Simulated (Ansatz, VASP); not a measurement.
# Two plane-wave programs on Ta3P3N

```
CELL_PARAMETERS angstrom
5.02081 0.00000 0.00000
0.00000 5.02081 0.00000
0.00000 0.00000 5.02081
ATOMIC_POSITIONS crystal
Ta 0.50000 0.00000 0.00000
Ta 0.00000 0.50000 0.00000
Ta 0.00000 0.00000 0.50000
P 0.00000 0.50000 0.50000
P 0.50000 0.00000 0.50000
P 0.50000 0.50000 0.00000
N 0.00000 0.00000 0.00000
```

Change from the starting cell: species swapped into the Ca3AsBr3 type (Pm-3m, No. 221).

Alike in both runs: task single point; functional PBE; k mesh 4 × 4 × 4; occupations gaussian, width 0.1 eV; no spin polarisation.

|  | VASP | Ansatz |
| --- | --- | --- |
| version | VASP 6.6.1 | Ansatz 0.2.0 |
| potentials or method | VASP PAW PBE potentials, release 64 (Ta_pv, P, N), cutoff 520 eV | scalar-relativistic, plane waves, PAW |
| valence electrons in the cell | 53 | 59 |

|  | VASP | Ansatz | Ansatz less VASP |
| --- | --- | --- | --- |
| gap on the k mesh at the Fermi level (eV) | none | none | - |
| pressure (GPa) | -15.2 | -15.3 | -0.06 |

A gap of «none» marks a metal or a gap that the smearing closes. VASP's potentials hold 53 valence electrons a cell and Ansatz's 59, so a difference there can come from the potentials and not from the codes.

Spin-orbit coupling is off throughout.
